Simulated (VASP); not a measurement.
Set up this calculation in VASP 6.6.1, as the native input.

| Quantity | Value |
| --- | --- |
| Task | single point |
| Functional | PBE |
| Potentials or basis | VASP PAW PBE potentials, release 64 (Ti_sv, Ga_d, C, N) |
| Cutoff | 520 eV |
| k mesh | 4 × 4 × 4 |
| Occupations | gaussian, width 0.1 eV |
| Spin | collinear spin, ferromagnetic start |
| Starting moments | [1.0, 0.0, 0.0, 0.0, 0.0, 0.0, 0.0, 0.0, 0.0, 0.0] μB |
| Dipole correction | no |
| Further INCAR settings | ALGO = Normal; EDIFF = 1e-06; NBANDS = 46 |

The structure of TiGaC4N4 lies in POSCAR:

```
TiGaC4N4
1.0
    5.9603680673      0.0000000000      0.0000000000
    0.0000000000      5.9603680673      0.0000000000
    0.0000000000      0.0000000000      5.9603680673
Ti Ga C N
1 1 4 4
Direct
    0.5000000000      0.5000000000      0.5000000000
    0.0000000000      0.0000000000      0.0000000000
    0.1898763119      0.1898763119      0.1898763119
    0.1898763119      0.8101236881      0.8101236881
    0.8101236881      0.1898763119      0.8101236881
    0.8101236881      0.8101236881      0.1898763119
    0.3041435449      0.3041435449      0.3041435449
    0.3041435449      0.6958564551      0.6958564551
    0.6958564551      0.3041435449      0.6958564551
    0.6958564551      0.6958564551      0.3041435449
```

The input as run:

INCAR

```
PREC = Accurate
ENCUT = 520
EDIFF = 1E-6
ISMEAR = 0
SIGMA = 0.1
LREAL = False
LASPH = True
NELM = 150
ALGO = Normal
ISIF = 2
LWAVE = False
LCHARG = False
ISPIN = 2
MAGMOM = 1 0 0 0 0 0 0 0 0 0
LORBIT = 11
LMAXMIX = 4
GGA = PE
NBANDS = 46
```

KPOINTS

```
regular mesh
0
Gamma
  4 4 4
```

Potentials or basis: VASP PAW PBE potentials, release 64 (Ti_sv, Ga_d, C, N).

Run with:

```sh
$ cat potpaw_PBE.64/Ti_sv/POTCAR potpaw_PBE.64/Ga_d/POTCAR potpaw_PBE.64/C/POTCAR potpaw_PBE.64/N/POTCAR > POTCAR
$ mpirun -np 1 vasp_std > vasp.out
```

Results of the run:

* Pressure: 0.5 GPa
* Largest force: 0.344 eV/Å
* Net moment: 2.79 μB per cell
* Site moments: Ti +1.32; Ga +0.03; C +0.13; N -0.03 μB
* Valence electrons inside the program's atomic spheres: Ti 10.30; Ga 11.87; C 2.59; N 3.89

Run time: 11 min on 1 thread of AMD EPYC 7R13 (shared host), peak memory 0.46 GiB.
